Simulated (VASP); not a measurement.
# HgTe (Coloradoite) (F-43m) in VASP: further runs

Aim: see how the results for HgTe (Coloradoite) move with the level of theory and the settings. Levels: PBE, revPBE+D4, PBE+D3(BJ). Tasks: single point.

All numbers are computed with VASP 6.6.1; they aren't measurements. Logs are shortened: lines on timing, memory, paths and dates and some standing lists are left out, and cuts for length are marked.

**1. The cell of the first run**

It takes space group F-43m (No. 216, cubic). The conventional cell has a = 6.429 Å, b = 6.429 Å, c = 6.429 Å, α = 90.00°, β = 90.00°, γ = 90.00°. Within 3.7 Å of Hg (site symmetry -43m) lie 4 Te at 2.78 Å. Te (site symmetry -43m) has 4 Hg at 2.78 Å within 3.7 Å.

**2. Single point, PBE**

INCAR

```
PREC = Accurate
ENCUT = 520
EDIFF = 1E-6
ISMEAR = 0
SIGMA = 0.019000000000000003
LREAL = False
LASPH = True
NELM = 100
ALGO = Normal
ISIF = 2
LWAVE = False
LCHARG = True
GGA = PE
LELF = True
LVHAR = True
NBANDS = 16
```

KPOINTS

```
Automatic mesh
0
Gamma
  7 7 7
```

POSCAR

```
HgTe
1.0
    0.0000000000      3.2145000000      3.2145000000
    3.2145000000      0.0000000000      3.2145000000
    3.2145000000      3.2145000000      0.0000000000
Hg Te
1 1
Direct
    0.0000000000      0.0000000000      0.0000000000
    0.7500000000      0.7500000000      0.7500000000
```

Potentials or basis: VASP PAW PBE potentials, release 64 (Hg, Te).

The run is started by

```bash
$ cat potpaw_PBE.64/Hg/POTCAR potpaw_PBE.64/Te/POTCAR > POTCAR
$ mpirun -np 1 vasp_std > vasp.out
```

OUTCAR:

```text
PREC = Accurate
   ENCUT = 520
   EDIFF = 1E-6
   ISMEAR = 0
   LREAL = False
   LASPH = True
   NELM = 100
   ISIF = 2
   GGA = PE

 ion  position               nearest neighbor table
   1  0.000  0.000  0.000-   2 2.78   2 2.78   2 2.78   2 2.78
   2  0.750  0.750  0.750-   1 2.78   1 2.78   1 2.78   1 2.78

  LATTYP: Found a face centered cubic cell.
 ALAT       =     6.4290000000

  Lattice vectors:

 A1 = (   0.0000000000,   3.2145000000,   3.2145000000)
 A2 = (   3.2145000000,   0.0000000000,   3.2145000000)
 A3 = (   3.2145000000,   3.2145000000,   0.0000000000)

Analysis of symmetry for initial positions (statically):
=====================================================================
 Subroutine PRICEL returns:
 Original cell was already a primitive cell.

 Routine SETGRP: Setting up the symmetry group for a
 face centered cubic supercell.

 Subroutine GETGRP returns: Found 24 space group operations
 (whereof 24 operations were pure point group operations)
 out of a pool of 48 trial point group operations.

The static configuration has the point symmetry T_d .

Analysis of symmetry for dynamics (positions and initial velocities):
=====================================================================
 Subroutine PRICEL returns:
 Original cell was already a primitive cell.

 Routine SETGRP: Setting up the symmetry group for a
 face centered cubic supercell.

 Subroutine GETGRP returns: Found 24 space group operations
 (whereof 24 operations were pure point group operations)
 out of a pool of 48 trial point group operations.

The dynamic configuration has the point symmetry T_d .

 Subroutine INISYM returns: Found 24 space group operations
 (whereof 24 operations are pure point group operations),
 and found     1 'primitive' translations

----------------------------------------------------------------------------------------

                                     Primitive cell

  volume of cell :      66.4309

  direct lattice vectors                    reciprocal lattice vectors
     0.000000000  3.214500000  3.214500000    -0.155545186  0.155545186  0.155545186
     3.214500000  0.000000000  3.214500000     0.155545186 -0.155545186  0.155545186
     3.214500000  3.214500000  0.000000000     0.155545186  0.155545186 -0.155545186

  length of vectors
     4.545989496  4.545989496  4.545989496     0.269412165  0.269412165  0.269412165

  position of ions in fractional coordinates (direct lattice)
     0.000000000  0.000000000  0.000000000
     0.750000000  0.750000000  0.750000000

  ion indices of the primitive-cell ions
   primitive index   ion index
                 1           1
                 2           2

----------------------------------------------------------------------------------------

 KPOINTS: Automatic mesh

Automatic generation of k-mesh.
 Grid dimensions read from file:
 generate k-points for:    7    7    7

 Generating k-lattice:

  Cartesian coordinates                     Fractional coordinates (reciprocal lattice)
    -0.022220741  0.022220741  0.022220741     0.142857143  0.000000000  0.000000000
     0.022220741 -0.022220741  0.022220741     0.000000000  0.142857143  0.000000000
     0.022220741  0.022220741 -0.022220741     0.000000000  0.000000000  0.142857143

  Length of vectors
     0.038487452  0.038487452  0.038487452

  Shift w.r.t. Gamma in fractional coordinates (k-lattice)
     0.000000000  0.000000000  0.000000000

 Subroutine IBZKPT returns following result:
 ===========================================

 Found     20 irreducible k-points:

 Following reciprocal coordinates:
            Coordinates               Weight
  0.000000  0.000000  0.000000      1.000000
  0.142857  0.000000  0.000000      8.000000
  0.285714  0.000000  0.000000      8.000000
  0.428571  0.000000  0.000000      8.000000
  0.142857  0.142857  0.000000      6.000000
  0.285714  0.142857  0.000000     24.000000
[... 12 lines left out ...]
 -0.428571  0.428571  0.142857     24.000000
 -0.285714  0.428571  0.142857     24.000000
   k-points           NKPTS =     20   k-points in BZ     NKDIM =     20   number of bands    NBANDS=     16
   number of dos      NEDOS =    301   number of ions     NIONS =      2
   total plane-waves  NPLWV =  46656
   dimension x,y,z NGX =    36 NGY =   36 NGZ =   36
   dimension x,y,z NGXF=    72 NGYF=   72 NGZF=   72
   ions per type =               1   1
   NGX,Y,Z   is equivalent  to a cutoff of  13.17, 13.17, 13.17 a.u.
   NGXF,Y,Z  is equivalent  to a cutoff of  26.33, 26.33, 26.33 a.u.
 SYSTEM =  unknown system
   PREC   = accura    normal or accurate (medium, high low for compatibility)
   ISTART =      0    job   : 0-new  1-cont  2-samecut
   ICHARG =      2    charge: 1-file 2-atom 10-const
   ISPIN  =      1    spin polarized calculation?
   LNONCOLLINEAR =      F non collinear calculations
   LSORBIT =      F    spin-orbit coupling
   LASPH  =      T    aspherical Exc in radial PAW
   ENCUT  =  520.0 eV  38.22 Ry    6.18 a.u.   8.45  8.45  8.45*2*pi/ulx,y,z
   NELM   =    100;   NELMIN=  2; NELMDL= -5     # of ELM steps
   EDIFF  = 0.1E-05   stopping-criterion for ELM
   LREAL  =      F    real-space projection
   EDIFFG = 0.1E-04   stopping-criterion for IOM
   NSW    =      0    number of steps for IOM
   IBRION =     -1    ionic relax: 0-MD 1-quasi-New 2-CG
   NFREE  =      0    steps in history (QN), initial steepest desc. (CG)
   ISIF   =      2    stress and relaxation
   ISYM   =      2    0-nonsym 1-usesym 2-fastsym
   POTIM  = 0.5000    time-step for ionic-motion
   TEBEG  =    0.0;   TEEND  =   0.0 temperature during run
   PSTRESS=    0.0 pullay stress
   NELECT =      18.0000    total number of electrons
   NUPDOWN=      -1.0000    fix difference up-down
   EMIN   =  10.00;   EMAX   =-10.00  energy-range for DOS
   EFERMI =   0.00;   METHOD = LEGACY
   ISMEAR =     0;   SIGMA  =   0.02  broadening in eV -4-tet -1-fermi 0-gaus
   EFERMI_NEDOS =   21; number of points for ismear=-14 and -15
   IALGO  =     38    algorithm
   IMIX   =      4    mixing-type and parameters
     AMIX     =   0.40;   BMIX     =  1.00
     AMIX_MAG =   1.60;   BMIX_MAG =  1.00
  volume/ion in A,a.u.               =      33.22       224.15
  Fermi-wavevector in a.u.,A,eV,Ry     =   1.059357  2.001894 15.268958  1.122237
  Thomas-Fermi vector in A             =   2.194699
   LORBIT       =      0    0 simple, 1 ext, 2 COOP (PROOUT), +10 PAW based schemes
   GGA     = PE    functional components
   LHFCALC =     F    Hartree Fock is set to
   AEXX    =    0.0000 exact exchange contribution
   IVDW    =     0    specifies the selected vdW correction
   LEPSILON=     F    determine dielectric tensor
   LRPA    =     F    only Hartree local field effects (RPA)
 non-spin polarized calculation
 Gauss-broadening in eV      SIGMA  =   0.02
  energy-cutoff  :      520.00
  volume of cell :       66.43
 maximum number of plane-waves:      1808
 NGX is ok and might be reduce to    36
   NGX = 17   NGY = 17   NGZ = 17

 number of electron      18.0000000 magnetization

 Free energy of the ion-electron system (eV)
  ---------------------------------------------------
  ext. energy  EPLUGINS =         0.00000000
  ---------------------------------------------------
  free energy    TOTEN  =        -3.55127040 eV

  energy without entropy =       -3.55118495  energy(sigma->0) =       -3.55122768

 E-fermi :   3.2806     XC(G=0):  -8.8172

 val. band max:        3.2747844710   @ k =   0.0000   0.0000   0.0000
 cond. band min:       4.0012275562   @ k =   0.4286   0.0000   0.0000
 fundamental gap:      0.7264430852
 Fermi energy:         3.2805712846

 k-point     1 :       0.0000    0.0000    0.0000
  band No.  band energies     occupation
      1      -8.8315      2.00000
      2      -4.1788      2.00000
      3      -4.1788      2.00000
      4      -4.1788      2.00000
      5      -3.6291      2.00000
      6      -3.6291      2.00000
[... 8 lines left out ...]
     15      12.8492      0.00000
     16      12.8492      0.00000

 k-point     2 :       0.1429    0.0000    0.0000
  band No.  band energies     occupation
      1      -8.7287      2.00000
      2      -4.1504      2.00000
      3      -4.1504      2.00000
      4      -4.1400      2.00000
      5      -3.6318      2.00000
      6      -3.6318      2.00000
[... 8 lines left out ...]
     15      11.9290      0.00000
     16      11.9290      0.00000

 k-point     3 :       0.2857    0.0000    0.0000
  band No.  band energies     occupation
      1      -8.4835      2.00000
      2      -4.0928      2.00000
      3      -4.0928      2.00000
      4      -3.9501      2.00000
      5      -3.6278      2.00000
      6      -3.6278      2.00000
[... 8 lines left out ...]
     15      11.8929      0.00000
     16      11.8929      0.00000

 k-point     4 :       0.4286    0.0000    0.0000
  band No.  band energies     occupation
      1      -8.2717      2.00000
      2      -4.0559      2.00000
      3      -4.0559      2.00000
      4      -3.6110      2.00000
      5      -3.6110      2.00000
      6      -3.4879      2.00000
[... 8 lines left out ...]
     15      12.9491      0.00000
     16      12.9491      0.00000
[... 248 lines left out ...]
 k-point    18 :      -0.4286    0.2857    0.1429
  band No.  band energies     occupation
      1      -8.1395      2.00000
      2      -3.9990      2.00000
      3      -3.9669      2.00000
      4      -3.7060      2.00000
      5      -3.6173      2.00000
      6      -3.3175      2.00000
[... 8 lines left out ...]
     15      13.1897      0.00000
     16      13.8742      0.00000

 k-point    19 :      -0.4286    0.4286    0.1429
  band No.  band energies     occupation
      1      -8.0676      2.00000
      2      -3.9733      2.00000
      3      -3.8970      2.00000
      4      -3.7839      2.00000
      5      -3.5957      2.00000
      6      -3.2094      2.00000
[... 8 lines left out ...]
     15      14.0106      0.00000
     16      14.4388      0.00000

 k-point    20 :      -0.2857    0.4286    0.1429
  band No.  band energies     occupation
      1      -8.0495      2.00000
      2      -3.9651      2.00000
      3      -3.9073      2.00000
      4      -3.6998      2.00000
      5      -3.6429      2.00000
      6      -3.0517      2.00000
[... 8 lines left out ...]
     15      13.3842      0.00000
     16      15.1675      0.00000

------------------------ aborting loop because EDIFF is reached ----------------------------------------

  FORCE on cell =-STRESS in cart. coord.  units (eV):
  Direction    XX          YY          ZZ          XY          YZ          ZX
  --------------------------------------------------------------------------------------
  -------------------------------------------------------------------------------------
  Total        1.9214351      1.9214351      1.9214351      0.0000000      0.0000000      0.0000000
  in kB       46.3410647     46.3410647     46.3410647      0.0000000      0.0000000      0.0000000
  external PRESSURE =      46.3410647 kB  Pullay stress =       0.0000000 kB

 VOLUME and BASIS-vectors are now :
 -----------------------------------------------------------------------------
  energy-cutoff  :      520.00
  volume of cell :       66.43
      direct lattice vectors                 reciprocal lattice vectors
     0.000000000  3.214500000  3.214500000    -0.155545186  0.155545186  0.155545186
     3.214500000  0.000000000  3.214500000     0.155545186 -0.155545186  0.155545186
     3.214500000  3.214500000  0.000000000     0.155545186  0.155545186 -0.155545186

 POSITION                                       TOTAL-FORCE (eV/Angst)
 -----------------------------------------------------------------------------------
      0.00000      0.00000      0.00000         0.000000      0.000000      0.000000
      4.82175      4.82175      4.82175        -0.000000     -0.000000     -0.000000
 -----------------------------------------------------------------------------------
    total drift:                                0.000000      0.000000      0.000000

  FREE ENERGIE OF THE ION-ELECTRON SYSTEM (eV)
  ---------------------------------------------------
  free  energy   TOTEN  =        -3.5512704019 eV

  energy  without entropy=       -3.5511849505  energy(sigma->0) =       -3.55122768
```

Wall time 23 s (1 thread of Intel Xeon Platinum 8259CL at 2.50GHz (Skylake/Cascade Lake), shared host); peak memory 0.21 GiB.

Results:

```
Free energy            : -3.5513 eV
Pressure               : 4.6 GPa
Band gap on the k mesh : zero (filled and empty bands touch)
```

Caveat: spin-orbit coupling is left out, which moves the levels of the heavy elements.

**3. Single point, PBE**

INCAR

```
ALGO     = Normal         # electronic algorithm
EDIFF    = 1E-6           # SCF threshold, eV
ENCUT    = 520            # plane-wave cutoff, eV
GGA      = PE             # functional
ISIF     = 2              # what is computed and relaxed
ISMEAR   = 0              # smearing method
LASPH    = T              # aspherical terms in the spheres
LCHARG   = F              # write CHGCAR
LREAL    = F              # projectors in reciprocal space
LWAVE    = F              # write WAVECAR
NBANDS   = 16             # bands
NELM     = 60             # most SCF steps
PREC     = Accurate       # precision mode
SIGMA    = 0.017          # smearing width, eV
```

KPOINTS

```
k-points
0
Gamma
  7 7 7
```

POSCAR is that of step 2.

Potentials or basis: VASP PAW PBE potentials, release 64 (Hg, Te).

The run is started by

```bash
$ cat potpaw_PBE.64/Hg/POTCAR potpaw_PBE.64/Te/POTCAR > POTCAR
$ mpirun -np 1 vasp_std > vasp.out
```

Wall time 21 s (1 thread of Intel Xeon Platinum 8259CL at 2.50GHz (Skylake/Cascade Lake), shared host); peak memory 0.21 GiB.

It converged, with:

* Free energy: -3.5513 eV
* Pressure: 4.6 GPa
* Band gap on the k mesh: zero (filled and empty bands touch)

Levels at points of the mesh, in eV from the Fermi level:
```
           k point  band 7  band 8  band 9  band 10  band 11  band 12
(0.00, 0.00, 0.00)   -0.69   -0.01   -0.01    -0.01     4.19     4.19
```

Caveat: spin-orbit coupling is left out, which moves the levels of the heavy elements.

**4. Single point, revPBE+D4**

This run uses another cell than the first one, of 34.96 Å³/atom, 1.052 times its volume.

INCAR

```
SYSTEM = HgTe
  PREC = Accurate
  ENCUT = 520
  EDIFF = 1E-6
  ISMEAR = -1
  SIGMA = 0.05
  LREAL = .False.
  LASPH = .True.
  NELM = 80
  ALGO = Normal
  ISIF = 2
  LWAVE = .False.
  LCHARG = .True.
  GGA = RE
  IVDW = 13
  LELF = .True.
  LVHAR = .True.
  NBANDS = 16
```

KPOINTS

```
regular mesh
0
Gamma
  7 7 7
  0 0 0
```

POSCAR

```
HgTe
1.0
    0.0000000000      3.2697844816      3.2697844816
    3.2697844816      0.0000000000      3.2697844816
    3.2697844816      3.2697844816      0.0000000000
Hg Te
1 1
Direct
    0.0000000000      0.0000000000      0.0000000000
    0.7500000000      0.7500000000      0.7500000000
```

The run is started by

```bash
$ cat potpaw_PBE.64/Hg/POTCAR potpaw_PBE.64/Te/POTCAR > POTCAR
$ mpirun -np 1 vasp_std > vasp.out
```

It took 22 s on 1 thread of Intel Xeon Platinum 8259CL at 2.50GHz (Skylake/Cascade Lake), shared host; peak memory 0.21 GiB.

The run converged. Its results:

- Free energy: -4.1377 eV
- Pressure: 0.0 GPa
- Band gap on the k mesh: zero (filled and empty bands touch)
- Dispersion energy per atom: -0.582 eV

Levels at points of the mesh, in eV from the Fermi level:
| k point | band 7 | band 8 | band 9 | band 10 | band 11 | band 12 |
| --- | --- | --- | --- | --- | --- | --- |
| (0.00, 0.00, 0.00) | -0.78 | -0.04 | -0.04 | -0.04 | 4.28 | 4.28 |

Caveat: the PAW data sets were made with another functional, which shifts forces and pressure a little; spin-orbit coupling is left out, which moves the levels of the heavy elements; pairwise dispersion overbinds metals, which lowers pressure and volume.

**5. Single point, PBE+D3(BJ)**

This run uses another cell than the first one, of 35.07 Å³/atom, 1.056 times its volume.

INCAR

```
PREC = Accurate
ENCUT = 520
EDIFF = 1E-6
ISMEAR = -1
SIGMA = 0.05
LREAL = F
LASPH = T
NELM = 80
ALGO = Normal
ISIF = 2
LWAVE = F
LCHARG = T
GGA = PE
IVDW = 12
LELF = T
LVHAR = T
NBANDS = 16
```

KPOINTS

```
regular mesh
0
Gamma
  7 7 7
```

POSCAR

```
HgTe
1.0
    0.0000000000      3.2733329984      3.2733329984
    3.2733329984      0.0000000000      3.2733329984
    3.2733329984      3.2733329984      0.0000000000
Hg Te
1 1
Direct
    0.0000000000      0.0000000000      0.0000000000
    0.7500000000      0.7500000000      0.7500000000
```

The run is started by

```bash
$ cat potpaw_PBE.64/Hg/POTCAR potpaw_PBE.64/Te/POTCAR > POTCAR
$ mpirun -np 1 vasp_std > vasp.out
```

Wall time 21 s (1 thread of Intel Xeon Platinum 8259CL at 2.50GHz (Skylake/Cascade Lake), shared host); peak memory 0.21 GiB.

Results (log left out):

```
Free energy                : -4.3160 eV
Pressure                   : 0.1 GPa
Band gap on the k mesh     : zero (filled and empty bands touch)
Dispersion energy per atom : -0.344 eV
```

Levels at points of the mesh, in eV from the Fermi level:
```
           k point  band 6  band 7  band 8  band 9  band 10  band 11  band 12  band 13
(0.00, 0.00, 0.00)   -6.70   -0.86   -0.04   -0.04    -0.04     4.25     4.25     4.25
```

Caveat: spin-orbit coupling is left out, which moves the levels of the heavy elements; pairwise dispersion overbinds metals, which lowers pressure and volume.

**6. Overview**

| level | cell | smearing | gap on the mesh (eV) | pressure (GPa) |
| --- | --- | --- | --- | --- |
| PBE | a = 4.546 Å, angles 60.0°, 2 atoms | gaussian 0.019 eV | none | 4.6 |
| PBE | a = 4.546 Å, angles 60.0°, 2 atoms | gaussian 0.017 eV | none | 4.6 |
| revPBE+D4 | a = 4.624 Å, angles 60.0°, 2 atoms | fermi-dirac 0.05 eV | none | 0.0 |
| PBE+D3(BJ) | a = 4.629 Å, angles 60.0°, 2 atoms | fermi-dirac 0.05 eV | none | 0.1 |

Alike in all rows: task single point; potentials or basis VASP PAW PBE potentials, release 64 (Hg, Te); no spin polarisation; k mesh 7 × 7 × 7; cutoff (eV) 520.

Caveats: spin-orbit coupling is left out, which moves the levels of the heavy elements; pairwise dispersion overbinds metals, which lowers pressure and volume (some runs); the PAW data sets were made with another functional, which shifts forces and pressure a little (some runs).

Total energies depend on the potentials used, so only differences within one code and one set of settings carry meaning.
